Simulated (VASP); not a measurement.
Here is a VASP 6.6.1 calculation.

The input INCAR:

```
PREC = Accurate ; ENCUT = 520
EDIFF = 1E-6 ; ISMEAR = -1
SIGMA = 0.05 ; LREAL = F
LASPH = T ; NELM = 60
ALGO = Normal ; ISIF = 2
LWAVE = F ; LCHARG = F
NBANDS = 8
```

Contents of KPOINTS:

```
Automatic mesh
0
Gamma
  10 10 10
```

POSCAR

```
Al
1.0
    2.8140258911      0.0000000000      0.0000000000
    1.4070129456      2.4370179086      0.0000000000
    1.4070129456      0.8123393029      2.2976425187
Al
1
Direct
    0.0000000000      0.0000000000      0.0000000000
```

Potentials or basis: VASP PAW LDA potentials, release 64 (Al).

Command:

```sh
$ cat potpaw_LDA.64/Al/POTCAR > POTCAR
$ mpirun -np 1 vasp_std > vasp.out
```

**Question.** Estimate the pressure.

**Answer.** 0.1 GPa.
